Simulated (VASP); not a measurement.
A run of VASP 6.6.1:

Contents of INCAR:

```
  PREC = Accurate
  ENCUT = 400
  EDIFF = 1E-6
  ISMEAR = 0
  SIGMA = 0.1
  LREAL = F
  LASPH = T
  NELM = 120
  ALGO = Normal
  ISIF = 2
  LWAVE = F
  LCHARG = T
  LDIPOL = T
  IDIPOL = 3
  DIPOL = 0.5 0.5 0.500
  GGA = PE
  LELF = T
  LVHAR = T
  LVACPOTAV = T
  NBANDS = 12
  GGA_COMPAT = F
  NELMDL = -8
```

File KPOINTS:

```
Automatic mesh
0
Gamma
  6 6 1
```

File POSCAR:

```
As
1.0
    3.4427833217      0.0000000000      0.0000000000
   -1.7213916608      2.9815378163      0.0000000000
    0.0000000000      0.0000000000     28.0000000000
As
2
Direct
    0.3333333333      0.6666666667      0.5233750000
    0.6666666667      0.3333333333      0.4766250000
```

Potentials or basis: VASP PAW PBE potentials, release 64 (As).

The run is started by

```console
$ cat potpaw_PBE.64/As/POTCAR > POTCAR
$ mpirun -np 1 vasp_std > vasp.out
```

Hardware: 1 thread of Intel(R) Xeon(R) 6975P-C (Granite Rapids), with other jobs on the host.

Problem. Estimate the wall time of this run.

Solution. Run time: 43 s on 1 thread of Intel(R) Xeon(R) 6975P-C (Granite Rapids), with other jobs on the host, peak memory 0.3 GiB. Counts: scf iterations 23, k points 7.
